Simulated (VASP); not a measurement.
# Mo (Immm) in VASP: a series of runs

The runs below take Mo through single point, with PBE.

Everything below comes from runs of VASP 6.6.1. Logs are shortened: lines on timing, memory, paths and dates and some standing lists are left out, and cuts for length are marked.

**1. The cell of the first run**

It takes space group Immm (No. 71, orthorhombic). Conventional cell: a = 2.786 Å, b = 3.276 Å, c = 3.418 Å, α = 90.00°, β = 90.00°, γ = 90.00°. Mo (site symmetry mmm) has 14 Mo at 2.75 to 3.42 Å within 3.6 Å.

**2. Single point, PBE**

Contents of INCAR:

```
ALGO = Fast
EDIFF = 1E-6
ENCUT = 520
GGA = PE
ISIF = 2
ISMEAR = 0
LASPH = T
LCHARG = F
LREAL = F
LWAVE = F
NBANDS = 13
NELM = 80
PREC = Accurate
SIGMA = 0.15
```

Contents of KPOINTS:

```
k-points
0
Gamma
  20 20 20
```

Contents of POSCAR:

```
Mo
1.0
   -1.3932004648      1.7092443518      1.6382134882
    1.3932004648     -1.7092443518      1.6382134882
    1.3932004648      1.7092443518     -1.6382134882
Mo
1
Direct
    0.0000000000      0.0000000000      0.0000000000
```

Potentials or basis: VASP PAW PBE potentials, release 64 (Mo_sv).

The run is started by

```console
$ cat potpaw_PBE.64/Mo_sv/POTCAR > POTCAR
$ mpirun -np 1 vasp_std > vasp.out
```

OUTCAR:

```text
EDIFF = 1E-6
   ENCUT = 520
   GGA = PE
   ISIF = 2
   ISMEAR = 0
   LASPH = T
   LREAL = F
   NELM = 80
   PREC = Accurate

 ion  position               nearest neighbor table
   1  0.000  0.000  0.000-

  LATTYP: Found a body centered orthorhombic cell.
 ALAT       =     2.7864009296
 B/A-ratio  =     1.1758634379
 C/A-ratio  =     1.2268473884

  Lattice vectors:

 A1 = (  -1.3932004648,  -1.7092443518,   1.6382134882)
 A2 = (   1.3932004648,  -1.7092443518,  -1.6382134882)
 A3 = (   1.3932004648,   1.7092443518,   1.6382134882)

Analysis of symmetry for initial positions (statically):
=====================================================================
 Subroutine PRICEL returns:
 Original cell was already a primitive cell.

 Routine SETGRP: Setting up the symmetry group for a
 body centered orthorhombic supercell.

 Subroutine GETGRP returns: Found  8 space group operations
 (whereof  8 operations were pure point group operations)
 out of a pool of  8 trial point group operations.

The static configuration has the point symmetry D_2h.

Analysis of symmetry for dynamics (positions and initial velocities):
=====================================================================
 Subroutine PRICEL returns:
 Original cell was already a primitive cell.

 Routine SETGRP: Setting up the symmetry group for a
 body centered orthorhombic supercell.

 Subroutine GETGRP returns: Found  8 space group operations
 (whereof  8 operations were pure point group operations)
 out of a pool of  8 trial point group operations.

The dynamic configuration has the point symmetry D_2h.

 Subroutine INISYM returns: Found  8 space group operations
 (whereof  8 operations are pure point group operations),
 and found     1 'primitive' translations

----------------------------------------------------------------------------------------

                                     Primitive cell

  volume of cell :      15.6044

  direct lattice vectors                    reciprocal lattice vectors
    -1.393200465  1.709244352  1.638213488     0.000000000  0.292526928  0.305210526
     1.393200465 -1.709244352  1.638213488     0.358885898  0.000000000  0.305210526
     1.393200465  1.709244352 -1.638213488     0.358885898  0.292526928  0.000000000

  length of vectors
     2.747047000  2.747047000  2.747047000     0.422759351  0.471118406  0.463002259

  position of ions in fractional coordinates (direct lattice)
     0.000000000  0.000000000  0.000000000

  ion indices of the primitive-cell ions
   primitive index   ion index
                 1           1

----------------------------------------------------------------------------------------

 KPOINTS: k-points

Automatic generation of k-mesh.
 Grid dimensions read from file:
 generate k-points for:   20   20   20

 Generating k-lattice:

  Cartesian coordinates                     Fractional coordinates (reciprocal lattice)
     0.000000000  0.014626346  0.015260526     0.050000000  0.000000000  0.000000000
     0.017944295  0.000000000  0.015260526    -0.000000000  0.050000000  0.000000000
     0.017944295  0.014626346  0.000000000    -0.000000000  0.000000000  0.050000000

  Length of vectors
     0.021137968  0.023555920  0.023150113

  Shift w.r.t. Gamma in fractional coordinates (k-lattice)
     0.000000000  0.000000000  0.000000000

 Subroutine IBZKPT returns following result:
 ===========================================

 Found   1166 irreducible k-points:

 Following reciprocal coordinates:
            Coordinates               Weight
  0.000000  0.000000  0.000000      1.000000
  0.050000 -0.000000  0.000000      4.000000
  0.100000 -0.000000  0.000000      4.000000
  0.150000 -0.000000  0.000000      4.000000
  0.200000 -0.000000  0.000000      4.000000
  0.250000 -0.000000  0.000000      4.000000
[... 16 lines left out ...]
 -0.450000  0.050000  0.000000      8.000000
 -0.400000  0.050000  0.000000      8.000000
 [... further k-points ...]
   k-points           NKPTS =   1166   k-points in BZ     NKDIM =   1166   number of bands    NBANDS=     13
   number of dos      NEDOS =    301   number of ions     NIONS =      1
   total plane-waves  NPLWV =   8000
   dimension x,y,z NGX =    20 NGY =   20 NGZ =   20
   dimension x,y,z NGXF=    40 NGYF=   40 NGZF=   40
   ions per type =               1
   NGX,Y,Z   is equivalent  to a cutoff of  12.10, 12.10, 12.10 a.u.
   NGXF,Y,Z  is equivalent  to a cutoff of  24.21, 24.21, 24.21 a.u.
 SYSTEM =  unknown system
   PREC   = accura    normal or accurate (medium, high low for compatibility)
   ISTART =      0    job   : 0-new  1-cont  2-samecut
   ICHARG =      2    charge: 1-file 2-atom 10-const
   ISPIN  =      1    spin polarized calculation?
   LNONCOLLINEAR =      F non collinear calculations
   LSORBIT =      F    spin-orbit coupling
   LASPH  =      T    aspherical Exc in radial PAW
   ENCUT  =  520.0 eV  38.22 Ry    6.18 a.u.   5.11  5.11  5.11*2*pi/ulx,y,z
   NELM   =     80;   NELMIN=  2; NELMDL= -5     # of ELM steps
   EDIFF  = 0.1E-05   stopping-criterion for ELM
   LREAL  =      F    real-space projection
   EDIFFG = 0.1E-04   stopping-criterion for IOM
   NSW    =      0    number of steps for IOM
   IBRION =     -1    ionic relax: 0-MD 1-quasi-New 2-CG
   NFREE  =      0    steps in history (QN), initial steepest desc. (CG)
   ISIF   =      2    stress and relaxation
   ISYM   =      2    0-nonsym 1-usesym 2-fastsym
   POTIM  = 0.5000    time-step for ionic-motion
   TEBEG  =    0.0;   TEEND  =   0.0 temperature during run
   PSTRESS=    0.0 pullay stress
   NELECT =      14.0000    total number of electrons
   NUPDOWN=      -1.0000    fix difference up-down
   EMIN   =  10.00;   EMAX   =-10.00  energy-range for DOS
   EFERMI =   0.00;   METHOD = LEGACY
   ISMEAR =     0;   SIGMA  =   0.15  broadening in eV -4-tet -1-fermi 0-gaus
   EFERMI_NEDOS =   21; number of points for ismear=-14 and -15
   IALGO  =     68    algorithm
   IMIX   =      4    mixing-type and parameters
     AMIX     =   0.40;   BMIX     =  1.00
     AMIX_MAG =   1.60;   BMIX_MAG =  1.00
  volume/ion in A,a.u.               =      15.60       105.30
  Fermi-wavevector in a.u.,A,eV,Ry     =   1.578949  2.983781 33.920410  2.493080
  Thomas-Fermi vector in A             =   2.679402
   LORBIT       =      0    0 simple, 1 ext, 2 COOP (PROOUT), +10 PAW based schemes
   GGA     = PE    functional components
   LHFCALC =     F    Hartree Fock is set to
   AEXX    =    0.0000 exact exchange contribution
   IVDW    =     0    specifies the selected vdW correction
   LEPSILON=     F    determine dielectric tensor
   LRPA    =     F    only Hartree local field effects (RPA)
 non-spin polarized calculation
 RMM-DIIS sequential band-by-band and
 Gauss-broadening in eV      SIGMA  =   0.15
  energy-cutoff  :      520.00
  volume of cell :       15.60
 maximum number of plane-waves:       434
   NGX = 11   NGY = 11   NGZ = 11

 number of electron      14.0000004 magnetization

 Free energy of the ion-electron system (eV)
  ---------------------------------------------------
  ext. energy  EPLUGINS =         0.00000000
  ---------------------------------------------------
  free energy    TOTEN  =       -10.64813824 eV

  energy without entropy =      -10.63806578  energy(sigma->0) =      -10.64310201

 E-fermi :  12.4916     XC(G=0): -13.3830

 val. band max:       12.4908364607   @ k =   0.1500   0.5000   0.0000
 cond. band min:      12.4917430071   @ k =  -0.4500  -0.3000   0.2500
 fundamental gap:      0.0009065464
 Fermi energy:        12.4916017815

 k-point     1 :       0.0000    0.0000    0.0000
  band No.  band energies     occupation
      1     -48.5967      2.00000
      2     -21.9404      2.00000
      3     -21.9074      2.00000
      4     -21.7053      2.00000
      5       5.4014      2.00000
      6      10.0259      2.00000
      7      12.2197      1.98964
      8      12.5207      0.78387
      9      12.5649      0.48947
     10      15.3706      0.00000
     11      26.2923      0.00000
     12      26.9623      0.00000
     13      30.4786      0.00000

 k-point     2 :       0.0500   -0.0000    0.0000
  band No.  band energies     occupation
      1     -48.5912      2.00000
      2     -21.9665      2.00000
      3     -21.9159      2.00000
      4     -21.7128      2.00000
      5       5.4998      2.00000
      6      10.0500      2.00000
      7      12.2377      1.98333
      8      12.4547      1.27209
      9      12.5953      0.32842
     10      15.3265      0.00000
     11      26.4318      0.00000
     12      27.0687      0.00000
     13      30.6261      0.00000

 k-point     3 :       0.1000   -0.0000    0.0000
  band No.  band energies     occupation
      1     -48.5754      2.00000
      2     -22.0668      2.00000
      3     -21.9148      2.00000
      4     -21.7344      2.00000
      5       5.7828      2.00000
      6      10.1177      2.00000
      7      12.2024      1.99360
      8      12.2880      1.94509
      9      12.7780      0.00692
     10      15.2042      0.00000
     11      26.7791      0.00000
     12      27.3387      0.00000
     13      31.0615      0.00000
[... 305 lines left out ...]
 k-point    23 :      -0.4500    0.0500    0.0000
  band No.  band energies     occupation
      1     -48.3782      2.00000
      2     -23.2292      2.00000
      3     -22.0106      2.00000
      4     -21.8645      2.00000
      5       7.6210      2.00000
      6      11.0918      2.00000
      7      12.1658      1.99787
      8      12.7115      0.03812
      9      14.3639      0.00000
     10      16.9748      0.00000
     11      23.6829      0.00000
     12      25.8331      0.00000
     13      32.4427      0.00000

 k-point    24 :      -0.4000    0.0500    0.0000
  band No.  band energies     occupation
      1     -48.3993      2.00000
      2     -23.1100      2.00000
      3     -21.9833      2.00000
      4     -21.8704      2.00000
      5       7.6533      2.00000
      6      11.1913      2.00000
      7      11.6624      2.00000
      8      12.5356      0.67815
      9      14.3334      0.00000
     10      16.3771      0.00000
     11      24.4578      0.00000
     12      26.2068      0.00000
     13      33.3291      0.00000

 [... further k-points ...]

------------------------ aborting loop because EDIFF is reached ----------------------------------------

  FORCE on cell =-STRESS in cart. coord.  units (eV):
  Direction    XX          YY          ZZ          XY          YZ          ZX
  --------------------------------------------------------------------------------------
  -------------------------------------------------------------------------------------
  Total        2.8458800     -0.5375338     -0.1219751      0.0000000      0.0000000      0.0000000
  in kB      292.1991285    -55.1909752    -12.5237265      0.0000000      0.0000000      0.0000000
  external PRESSURE =      74.8281423 kB  Pullay stress =       0.0000000 kB

 VOLUME and BASIS-vectors are now :
 -----------------------------------------------------------------------------
  energy-cutoff  :      520.00
  volume of cell :       15.60
      direct lattice vectors                 reciprocal lattice vectors
    -1.393200465  1.709244352  1.638213488     0.000000000  0.292526928  0.305210526
     1.393200465 -1.709244352  1.638213488     0.358885898  0.000000000  0.305210526
     1.393200465  1.709244352 -1.638213488     0.358885898  0.292526928  0.000000000

 POSITION                                       TOTAL-FORCE (eV/Angst)
 -----------------------------------------------------------------------------------
      0.00000      0.00000      0.00000         0.000000     -0.000000      0.000000
 -----------------------------------------------------------------------------------
    total drift:                                0.000000     -0.000000      0.000000

  FREE ENERGIE OF THE ION-ELECTRON SYSTEM (eV)
  ---------------------------------------------------
  free  energy   TOTEN  =       -10.6481382437 eV

  energy  without entropy=      -10.6380657841  energy(sigma->0) =      -10.64310201
```

It took 94 s on 1 thread of AMD EPYC 9R45 (Zen 5), shared host; peak memory 0.27 GiB.

Results:

- Free energy: -10.6481 eV
- Pressure: 7.5 GPa
- Band gap on the k mesh: zero (bands 7 and 8 overlap by 5.28 eV)

Caveat: the cell differs from its parent crystal (strain +e along x and -e along y -0.1000, strain +e along z and -e/2 along x and y +0.0367); the stress differs along the axes, from -6 to 29 GPa.

(Part 1 of 2 ends here.)
